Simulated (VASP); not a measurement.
# HgTe (I-4m2) in VASP: notebook

Runs on HgTe. Level: HSE06. Tasks: single point.

Everything below comes from runs of VASP 6.6.1. Logs are shortened: lines on timing, memory, paths and dates and some standing lists are left out, and cuts for length are marked.

## (1) The cell of the first run

It takes space group I-4m2 (No. 119, tetragonal). The conventional cell has a = 4.745 Å, b = 4.745 Å, c = 6.380 Å, α = 90.00°, β = 90.00°, γ = 90.00°. Within 3.8 Å of Hg (site symmetry -4m2) lie 4 Te at 2.86 Å. Within 3.8 Å of Te (site symmetry -4m2) lie 4 Hg at 2.86 Å.

## (2) Single point, HSE06 (epitaxial xy strain +2.0%)

File POSCAR:

```
HgTe
1.0
    0.0000000000      3.3549410440      3.1897659873
    3.3549410440      0.0000000000      3.1897659873
    3.3549410440      3.3549410440      0.0000000000
Hg Te
1 1
Direct
    0.0000000000      0.0000000000      0.0000000000
    0.2500000000      0.2500000000      0.2500000000
```

File INCAR.step1:

```
PREC = Accurate
ENCUT = 520
EDIFF = 1E-5
ISMEAR = -1
SIGMA = 0.02
LREAL = False
LASPH = True
NELM = 80
ALGO = Normal
ISIF = 2
LWAVE = True
LCHARG = False
NBANDS = 16
GGA = PE
```

File INCAR.step2:

```
PREC = Accurate
ENCUT = 520
EDIFF = 1E-7
ISMEAR = -1
SIGMA = 0.02
LREAL = False
LASPH = True
NELM = 80
ALGO = Normal
ISIF = 2
LWAVE = False
LCHARG = False
GGA = PE
LHFCALC = True
HFSCREEN = 0.2079
PRECFOCK = Normal
NBANDS = 16
ISTART = 1
```

File KPOINTS:

```
regular mesh
0
Gamma
  4 4 4
```

Potentials or basis: VASP PAW PBE potentials, release 64 (Hg, Te).

On the command line:

```
$ cat potpaw_PBE.64/Hg/POTCAR potpaw_PBE.64/Te/POTCAR > POTCAR
$ cp INCAR.step1 INCAR
$ mpirun -np 1 vasp_std > vasp.out
$ cp INCAR.step2 INCAR
$ mpirun -np 1 vasp_std > vasp.out
```

OUTCAR:

```text
PREC = Accurate
   ENCUT = 520
   EDIFF = 1E-7
   ISMEAR = -1
   LREAL = False
   LASPH = True
   NELM = 80
   ISIF = 2
   GGA = PE
   LHFCALC = True
   HFSCREEN = 0.2079
   PRECFOCK = Normal
   ISTART = 1

 ion  position               nearest neighbor table
   1  0.000  0.000  0.000-   2 2.86   2 2.86   2 2.86   2 2.86
   2  0.250  0.250  0.250-   1 2.86   1 2.86   1 2.86   1 2.86

  LATTYP: Found a body centered tetragonal cell.
 ALAT       =     4.7446031254
 C/A-ratio  =     1.3445870616

  Lattice vectors:

 A1 = (   0.0000000000,  -3.3549410440,  -3.1897659873)
 A2 = (   0.0000000000,   3.3549410440,  -3.1897659873)
 A3 = (   3.3549410440,   0.0000000000,   3.1897659873)

Analysis of symmetry for initial positions (statically):
=====================================================================
 Subroutine PRICEL returns:
 Original cell was already a primitive cell.

 Routine SETGRP: Setting up the symmetry group for a
 body centered tetragonal supercell.

 Subroutine GETGRP returns: Found  8 space group operations
 (whereof  8 operations were pure point group operations)
 out of a pool of 16 trial point group operations.

The static configuration has the point symmetry D_2d.

Analysis of symmetry for dynamics (positions and initial velocities):
=====================================================================
 Subroutine PRICEL returns:
 Original cell was already a primitive cell.

 Routine SETGRP: Setting up the symmetry group for a
 body centered tetragonal supercell.

 Subroutine GETGRP returns: Found  8 space group operations
 (whereof  8 operations were pure point group operations)
 out of a pool of 16 trial point group operations.

The dynamic configuration has the point symmetry D_2d.

 Subroutine INISYM returns: Found  8 space group operations
 (whereof  8 operations are pure point group operations),
 and found     1 'primitive' translations

----------------------------------------------------------------------------------------

                                     Primitive cell

  volume of cell :      71.8056

  direct lattice vectors                    reciprocal lattice vectors
     0.000000000  3.354941044  3.189765987    -0.149033915  0.149033915  0.156751311
     3.354941044  0.000000000  3.189765987     0.149033915 -0.149033915  0.156751311
     3.354941044  3.354941044  0.000000000     0.149033915  0.149033915 -0.156751311

  length of vectors
     4.629280340  4.629280340  4.744603125     0.262665547  0.262665547  0.262665547

  position of ions in fractional coordinates (direct lattice)
     0.000000000  0.000000000  0.000000000
     0.250000000  0.250000000  0.250000000

  ion indices of the primitive-cell ions
   primitive index   ion index
                 1           1
                 2           2

----------------------------------------------------------------------------------------

 KPOINTS: regular mesh

Automatic generation of k-mesh.
 Grid dimensions read from file:
 generate k-points for:    4    4    4

 Generating k-lattice:

  Cartesian coordinates                     Fractional coordinates (reciprocal lattice)
    -0.037258479  0.037258479  0.039187828     0.250000000  0.000000000  0.000000000
     0.037258479 -0.037258479  0.039187828     0.000000000  0.250000000  0.000000000
     0.037258479  0.037258479 -0.039187828     0.000000000  0.000000000  0.250000000

  Length of vectors
     0.065666387  0.065666387  0.065666387

  Shift w.r.t. Gamma in fractional coordinates (k-lattice)
     0.000000000  0.000000000  0.000000000

 Subroutine IBZKPT returns following result:
 ===========================================

 Found     13 irreducible k-points:

 Following reciprocal coordinates:
            Coordinates               Weight
  0.000000  0.000000  0.000000      1.000000
  0.250000  0.000000  0.000000      8.000000
  0.500000  0.000000  0.000000      4.000000
  0.250000  0.250000  0.000000      2.000000
  0.500000  0.250000  0.000000      8.000000
 -0.250000  0.250000  0.000000      4.000000
  0.500000  0.500000  0.000000      1.000000
  0.250000  0.000000  0.250000      4.000000
  0.500000  0.000000  0.250000     16.000000
 -0.250000 -0.000000  0.250000      8.000000
 -0.250000  0.500000  0.250000      4.000000
  0.500000  0.000000  0.500000      2.000000
 -0.250000  0.250000  0.500000      2.000000
   k-points           NKPTS =     13   k-points in BZ     NKDIM =     64   number of bands    NBANDS=     16
   number of dos      NEDOS =    301   number of ions     NIONS =      2
   total plane-waves  NPLWV =  46656
   dimension x,y,z NGX =    36 NGY =   36 NGZ =   36
   dimension x,y,z NGXF=    72 NGYF=   72 NGZF=   72
   ions per type =               1   1
   NGX,Y,Z   is equivalent  to a cutoff of  12.93, 12.93, 12.61 a.u.
   NGXF,Y,Z  is equivalent  to a cutoff of  25.86, 25.86, 25.23 a.u.
 SYSTEM =  unknown system
   PREC   = accura    normal or accurate (medium, high low for compatibility)
   ISTART =      1    job   : 0-new  1-cont  2-samecut
   ICHARG =      0    charge: 1-file 2-atom 10-const
   ISPIN  =      1    spin polarized calculation?
   LNONCOLLINEAR =      F non collinear calculations
   LSORBIT =      F    spin-orbit coupling
   LASPH  =      T    aspherical Exc in radial PAW
   ENCUT  =  520.0 eV  38.22 Ry    6.18 a.u.   8.61  8.61  8.82*2*pi/ulx,y,z
   NELM   =     80;   NELMIN=  2; NELMDL=  0     # of ELM steps
   EDIFF  = 0.1E-06   stopping-criterion for ELM
   LREAL  =      F    real-space projection
   EDIFFG = 0.1E-05   stopping-criterion for IOM
   NSW    =      0    number of steps for IOM
   IBRION =     -1    ionic relax: 0-MD 1-quasi-New 2-CG
   NFREE  =      0    steps in history (QN), initial steepest desc. (CG)
   ISIF   =      2    stress and relaxation
   ISYM   =      3    0-nonsym 1-usesym 2-fastsym
   POTIM  = 0.5000    time-step for ionic-motion
   TEBEG  =    0.0;   TEEND  =   0.0 temperature during run
   PSTRESS=    0.0 pullay stress
   NELECT =      18.0000    total number of electrons
   NUPDOWN=      -1.0000    fix difference up-down
   EMIN   =  10.00;   EMAX   =-10.00  energy-range for DOS
   EFERMI =   0.00;   METHOD = LEGACY
   ISMEAR =    -1;   SIGMA  =   0.02  broadening in eV -4-tet -1-fermi 0-gaus
   EFERMI_NEDOS =   21; number of points for ismear=-14 and -15
   IALGO  =     38    algorithm
   IMIX   =      1    mixing-type and parameters
     AMIX     =   0.40;   BMIX     =  1.00
     AMIX_MAG =   1.60;   BMIX_MAG =  1.00
  volume/ion in A,a.u.               =      35.90       242.28
  Fermi-wavevector in a.u.,A,eV,Ry     =   1.032237  1.950645 14.497190  1.065513
  Thomas-Fermi vector in A             =   2.166425
   LORBIT       =      0    0 simple, 1 ext, 2 COOP (PROOUT), +10 PAW based schemes
   GGA     = PE    functional components
   LHFCALC =     T    Hartree Fock is set to
   PRECFOCK=normal    Normal, Fast or Accurate (Low or Medium for compatibility)
   ENCUT4O =  -1.0   cutoff for four orbital integrals eV
   NKREDX  =     1    reduce k-point grid by
   NKREDY  =     1    reduce k-point grid by
   NKREDZ  =     1    reduce k-point grid by
   AEXX    =    0.2500 exact exchange contribution
   HFSCREEN=    0.2079 screening length (either q_TF or 0.3 A-1)
   HFSCREENC=   0.2079 screening length for correlation (either q_TF or 0.3 A-1)
   ENCUTFOCK=  -1.0 apply spherical cutoff to Coloumb kernel
   IVDW    =     0    specifies the selected vdW correction
   LEPSILON=     F    determine dielectric tensor
   LRPA    =     F    only Hartree local field effects (RPA)
 non-spin polarized calculation
  energy-cutoff  :      520.00
  volume of cell :       71.81
 maximum number of plane-waves:      1956
 NGX is ok and might be reduce to    36
  NGX = 28; NGY = 28; NGZ = 28

 number of electron      18.0000001 magnetization

 Free energy of the ion-electron system (eV)
  ---------------------------------------------------
  ext. energy  EPLUGINS =         0.00000000
  ---------------------------------------------------
  free energy    TOTEN  =        -4.66425070 eV

  energy without entropy =       -4.66418280  energy(sigma->0) =       -4.66421675

 E-fermi :   2.0597     XC(G=0):  -7.0694

 val. band max:        1.9516152898   @ k =   0.0000   0.0000   0.0000
 cond. band min:       2.1537712857   @ k =   0.0000   0.0000   0.0000
 fundamental gap:      0.2021559959
 Fermi energy:         2.0596695516

 k-point     1 :       0.0000    0.0000    0.0000
  band No.  band energies     occupation
      1     -10.5448      2.00000
      2      -6.0989      2.00000
      3      -6.0989      2.00000
      4      -6.0921      2.00000
      5      -5.6528      2.00000
      6      -5.6252      2.00000
[... 8 lines left out ...]
     15      12.0857      0.00000
     16      12.6222      0.00000

 k-point     2 :       0.2500    0.0000    0.0000
  band No.  band energies     occupation
      1     -10.2822      2.00000
      2      -6.0409      2.00000
      3      -6.0328      2.00000
      4      -5.9034      2.00000
      5      -5.6470      2.00000
      6      -5.6305      2.00000
[... 8 lines left out ...]
     15      11.3148      0.00000
     16      11.5608      0.00000

 k-point     3 :       0.5000    0.0000    0.0000
  band No.  band energies     occupation
      1      -9.9997      2.00000
      2      -5.9980      2.00000
      3      -5.9787      2.00000
      4      -5.6270      2.00000
      5      -5.6203      2.00000
      6      -5.3191      2.00000
[... 8 lines left out ...]
     15      12.8164      0.00000
     16      13.1642      0.00000

 k-point     4 :       0.2500    0.2500    0.0000
  band No.  band energies     occupation
      1     -10.1823      2.00000
      2      -5.9674      2.00000
      3      -5.9661      2.00000
      4      -5.9661      2.00000
      5      -5.6262      2.00000
      6      -5.6212      2.00000
[... 8 lines left out ...]
     15      12.5089      0.00000
     16      13.1781      0.00000

 k-point     5 :       0.5000    0.2500    0.0000
  band No.  band energies     occupation
      1      -9.9020      2.00000
      2      -5.9334      2.00000
      3      -5.9004      2.00000
      4      -5.7396      2.00000
      5      -5.6121      2.00000
      6      -5.2686      2.00000
[... 8 lines left out ...]
     15      13.2343      0.00000
     16      13.7968      0.00000

 k-point     6 :      -0.2500    0.2500    0.0000
  band No.  band energies     occupation
      1     -10.0076      2.00000
      2      -5.9643      2.00000
      3      -5.9487      2.00000
      4      -5.6565      2.00000
      5      -5.6545      2.00000
      6      -5.5147      2.00000
[... 8 lines left out ...]
     15      11.9460      0.00000
     16      13.7504      0.00000

 k-point     7 :       0.5000    0.5000    0.0000
  band No.  band energies     occupation
      1      -9.8005      2.00000
      2      -5.8866      2.00000
      3      -5.8059      2.00000
      4      -5.8059      2.00000
      5      -5.5891      2.00000
      6      -5.1211      2.00000
[... 8 lines left out ...]
     15      13.1826      0.00000
     16      14.1863      0.00000

 k-point     8 :       0.2500    0.0000    0.2500
  band No.  band energies     occupation
      1     -10.1989      2.00000
      2      -5.9836      2.00000
      3      -5.9659      2.00000
      4      -5.9420      2.00000
      5      -5.6638      2.00000
      6      -5.6082      2.00000
[... 8 lines left out ...]
     15      12.5802      0.00000
     16      13.0797      0.00000

 k-point     9 :       0.5000    0.0000    0.2500
  band No.  band energies     occupation
      1      -9.9139      2.00000
      2      -5.9504      2.00000
      3      -5.8864      2.00000
      4      -5.7183      2.00000
      5      -5.6135      2.00000
      6      -5.3154      2.00000
[... 8 lines left out ...]
     15      13.1438      0.00000
     16      13.4735      0.00000

 k-point    10 :      -0.2500   -0.0000    0.2500
  band No.  band energies     occupation
      1     -10.0036      2.00000
      2      -5.9790      2.00000
      3      -5.9400      2.00000
      4      -5.6852      2.00000
      5      -5.6507      2.00000
      6      -5.4677      2.00000
[... 8 lines left out ...]
     15      12.4279      0.00000
     16      13.3083      0.00000

 k-point    11 :      -0.2500    0.5000    0.2500
  band No.  band energies     occupation
      1      -9.8121      2.00000
      2      -5.8847      2.00000
      3      -5.8725      2.00000
      4      -5.6862      2.00000
      5      -5.6603      2.00000
      6      -5.0426      2.00000
[... 8 lines left out ...]
     15      14.0421      0.00000
     16      14.1139      0.00000

 k-point    12 :       0.5000    0.0000    0.5000
  band No.  band energies     occupation
      1      -9.8204      2.00000
      2      -5.8675      2.00000
      3      -5.8409      2.00000
      4      -5.7756      2.00000
      5      -5.5881      2.00000
      6      -5.2097      2.00000
[... 8 lines left out ...]
     15      13.1480      0.00000
     16      14.2213      0.00000

 k-point    13 :      -0.2500    0.2500    0.5000
  band No.  band energies     occupation
      1      -9.8221      2.00000
      2      -5.9153      2.00000
      3      -5.8424      2.00000
      4      -5.6902      2.00000
      5      -5.6378      2.00000
      6      -5.0671      2.00000
[... 8 lines left out ...]
     15      13.5393      0.00000
     16      13.5851      0.00000

------------------------ aborting loop because EDIFF is reached ----------------------------------------

  FORCE on cell =-STRESS in cart. coord.  units (eV):
  Direction    XX          YY          ZZ          XY          YZ          ZX
  --------------------------------------------------------------------------------------
  -------------------------------------------------------------------------------------
  Total       -0.2355122     -0.2355122      0.0600624      0.0000000      0.0000000      0.0000000
  in kB       -5.2549119     -5.2549119      1.3401547      0.0000000      0.0000000      0.0000000
  external PRESSURE =      -3.0565564 kB  Pullay stress =       0.0000000 kB

 VOLUME and BASIS-vectors are now :
 -----------------------------------------------------------------------------
  energy-cutoff  :      520.00
  volume of cell :       71.81
      direct lattice vectors                 reciprocal lattice vectors
     0.000000000  3.354941044  3.189765987    -0.149033915  0.149033915  0.156751311
     3.354941044  0.000000000  3.189765987     0.149033915 -0.149033915  0.156751311
     3.354941044  3.354941044  0.000000000     0.149033915  0.149033915 -0.156751311

 POSITION                                       TOTAL-FORCE (eV/Angst)
 -----------------------------------------------------------------------------------
      0.00000      0.00000      0.00000        -0.000000     -0.000000     -0.000000
      1.67747      1.67747      1.59488         0.000000      0.000000      0.000000
 -----------------------------------------------------------------------------------
    total drift:                               -0.000000     -0.000000     -0.000001

  FREE ENERGIE OF THE ION-ELECTRON SYSTEM (eV)
  ---------------------------------------------------
  free  energy   TOTEN  =        -4.6642506986 eV

  energy  without entropy=       -4.6641827959  energy(sigma->0) =       -4.66421675
```

Wall time 17 min (1 thread of Intel Xeon Platinum 8488C (Sapphire Rapids), shared host); peak memory 0.33 GiB.

What came out:

```
Free energy            : -4.6643 eV
Pressure               : -0.3 GPa
Band gap on the k mesh : 0.20 eV
```

Stress tensor (GPa, compression positive):
```
-0.53  0.00  0.00
 0.00 -0.53  0.00
 0.00  0.00  0.13
```

Levels at points of the mesh, in eV from the valence-band top:
| k point | band 6 | band 7 | band 8 | band 9 | band 10 | band 11 | band 12 | band 13 |
| --- | --- | --- | --- | --- | --- | --- | --- | --- |
| (0.00, 0.00, 0.00) | -7.58 | -0.22 | 0.00 | 0.00 | 0.20 | 5.18 | 5.18 | 5.18 |
| (0.50, 0.00, 0.00) | -7.27 | -5.39 | -0.99 | -0.76 | 1.41 | 5.81 | 6.11 | 7.77 |
| (0.50, 0.50, 0.00) | -7.07 | -5.26 | -2.25 | -2.25 | 2.42 | 3.19 | 9.28 | 9.82 |
| (0.50, 0.00, 0.50) | -7.16 | -5.50 | -2.10 | -1.98 | 2.80 | 3.37 | 8.95 | 9.61 |

Caveat: the cell differs from its parent crystal (epitaxial xy strain +2.0%); the PAW data sets were made with another functional, which shifts forces and pressure a little; spin-orbit coupling is left out, which moves the levels of the heavy elements.

## (3) Single point, HSE06 (epitaxial xy strain +3.0%)

File POSCAR:

```
HgTe
1.0
    0.0000000000      3.3878326229      3.1407052053
    3.3878326229      0.0000000000      3.1407052053
    3.3878326229      3.3878326229      0.0000000000
Hg Te
1 1
Direct
    0.0000000000      0.0000000000      0.0000000000
    0.2500000000      0.2500000000      0.2500000000
```

File INCAR.step1:

```
SYSTEM = HgTe
PREC     = Accurate       ! precision mode
ENCUT    = 520            ! plane-wave cutoff, eV
EDIFF    = 1E-5           ! SCF threshold, eV
ISMEAR   = -1             ! smearing method
SIGMA    = 0.02           ! smearing width, eV
LREAL    = .FALSE.        ! projectors in reciprocal space
LASPH    = .TRUE.         ! aspherical terms in the spheres
NELM     = 100            ! most SCF steps
ALGO     = Normal         ! electronic algorithm
ISIF     = 2              ! what is computed and relaxed
LWAVE    = .TRUE.         ! write WAVECAR
LCHARG   = .FALSE.        ! write CHGCAR
GGA      = PE             ! functional
NBANDS   = 16             ! bands
```

File INCAR.step2:

```
SYSTEM = HgTe
PREC     = Accurate       ! precision mode
ENCUT    = 520            ! plane-wave cutoff, eV
EDIFF    = 1E-6           ! SCF threshold, eV
ISMEAR   = -1             ! smearing method
SIGMA    = 0.02           ! smearing width, eV
LREAL    = .FALSE.        ! projectors in reciprocal space
LASPH    = .TRUE.         ! aspherical terms in the spheres
NELM     = 100            ! most SCF steps
ALGO     = Normal         ! electronic algorithm
ISIF     = 2              ! what is computed and relaxed
LWAVE    = .FALSE.        ! write WAVECAR
LCHARG   = .FALSE.        ! write CHGCAR
GGA      = PE             ! functional
LHFCALC  = .TRUE.         ! exact exchange
HFSCREEN = 0.2079         ! screening, 1/A
PRECFOCK = Normal       
ISTART   = 1            
NBANDS   = 16             ! bands
```

File KPOINTS:

```
regular mesh
0
G
  4 4 4
  0 0 0
```

Potentials or basis: VASP PAW PBE potentials, release 64 (Hg, Te).

On the command line:

```
$ cat potpaw_PBE.64/Hg/POTCAR potpaw_PBE.64/Te/POTCAR > POTCAR
$ cp INCAR.step1 INCAR
$ mpirun -np 1 vasp_std > vasp.out
$ cp INCAR.step2 INCAR
$ mpirun -np 1 vasp_std > vasp.out
```

It took 11 min on 1 thread of Intel Xeon Platinum 8488C (Sapphire Rapids), shared host; peak memory 0.32 GiB.

Results (log left out):

```
Free energy            : -4.6571 eV
Pressure               : -0.5 GPa
Band gap on the k mesh : 0.27 eV
```

Stress tensor (GPa, compression positive):
```
-0.87  0.00  0.00
 0.00 -0.87  0.00
 0.00  0.00  0.18
```

Levels at points of the mesh, in eV from the valence-band top:
```tsv
k point	band 6	band 7	band 8	band 9	band 10	band 11	band 12	band 13
(0.00, 0.00, 0.00)	-7.52	-0.21	0.00	0.00	0.27	5.23	5.24	5.24
(0.50, 0.00, 0.00)	-7.23	-5.32	-1.01	-0.68	1.41	5.78	6.23	7.81
(0.50, 0.50, 0.00)	-7.01	-5.11	-2.26	-2.26	2.33	3.17	9.38	9.83
(0.50, 0.00, 0.50)	-7.14	-5.47	-2.03	-1.86	2.89	3.44	8.89	9.49
```

Caveat: the cell differs from its parent crystal (epitaxial xy strain +3.0%); the PAW data sets were made with another functional, which shifts forces and pressure a little; spin-orbit coupling is left out, which moves the levels of the heavy elements.
